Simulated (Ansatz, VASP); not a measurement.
## Zn in VASP and in Ansatz

File POSCAR:

```
Zn
1.0
    2.6700000000      0.0000000000      0.0000000000
   -1.3350000000      2.3122878281      0.0000000000
    0.0000000000      0.0000000000      4.9660000000
Zn
2
Direct
    0.6666666667      0.3333333333      0.7500000000
    0.3333333333      0.6666666667      0.2500000000
```

The input INCAR.step1:

```
ALGO     = Normal         # electronic algorithm
EDIFF    = 1E-5           # SCF threshold, eV
ENCUT    = 520            # plane-wave cutoff, eV
GGA      = PE             # functional
ISIF     = 2              # what is computed and relaxed
ISMEAR   = -1             # smearing method
LASPH    = T              # aspherical terms in the spheres
LCHARG   = F              # write CHGCAR
LREAL    = F              # projectors in reciprocal space
LWAVE    = T              # write WAVECAR
NBANDS   = 19             # bands
NELM     = 100            # most SCF steps
PREC     = Accurate       # precision mode
SIGMA    = 0.05           # smearing width, eV
```

INCAR.step2

```
AEXX     = 0.5            # exact-exchange fraction
ALGO     = Normal         # electronic algorithm
EDIFF    = 1E-6           # SCF threshold, eV
ENCUT    = 520            # plane-wave cutoff, eV
ISIF     = 2              # what is computed and relaxed
ISMEAR   = -1             # smearing method
ISTART   = 1            
LASPH    = T              # aspherical terms in the spheres
LCHARG   = F              # write CHGCAR
LHFCALC  = T              # exact exchange
LMIXTAU  = T            
LREAL    = F              # projectors in reciprocal space
LWAVE    = F              # write WAVECAR
METAGGA  = R2SCAN         # meta-GGA
NBANDS   = 19             # bands
NELM     = 100            # most SCF steps
PREC     = Accurate       # precision mode
PRECFOCK = Normal       
SIGMA    = 0.05           # smearing width, eV
```

KPOINTS

```
k-points
0
Gamma
  6 6 3
```

input

```
crystal:
  lattice:
    - [2.67, 0.0, 0.0]
    - [-1.335, 2.3122878281, 0.0]
    - [0.0, 0.0, 4.966]
  atoms:
    - { symbol: Zn, position: [0.6666666667, 0.3333333333, 0.75] }
    - { symbol: Zn, position: [0.3333333333, 0.6666666667, 0.25] }
hamiltonian:
  xc: r2scan50
  pseudopotentials: { kind: paw }
kpoints:
  mp_grid: { grid: [6, 6, 3] }
scf:
  occupations: { method: fermi_dirac, width: 0.05 }
output:
  forces: true
  stress: true
  eigenvalues: true
  write_density: true
  write_potential: true
  elf: true
  volumetric_format: npy
```

Alike in both runs: task single point; functional r2SCAN50; k mesh 6 × 6 × 3; occupations fermi-dirac, width 0.05 eV; no spin polarisation.

|  | VASP | Ansatz |
| --- | --- | --- |
| version | VASP 6.6.1 | Ansatz 0.2.0 |
| potentials or method | VASP PAW PBE potentials, release 64 (Zn) | Ansatz PAW |
| plane-wave cutoff (eV) | 520 | 500 |
| valence electrons in the cell | 24 | 24 |

|  | VASP | Ansatz | Ansatz less VASP |
| --- | --- | --- | --- |
| gap on the k mesh at the Fermi level (eV) | none | none | - |
| pressure (GPa) | -2.0 | -1.7 | +0.28 |
| traceless stress, the component that is largest in VASP (GPa) | 6.21 | 6.19 | -0.016 |

VASP's potentials were made for PBE, not for r2SCAN50. A gap of «none» marks a metal or a gap that the smearing closes. The functional is the same, so the differences come from potentials, cutoffs and numerics.

The k mesh is coarse, so the values compare programs but aren't converged.
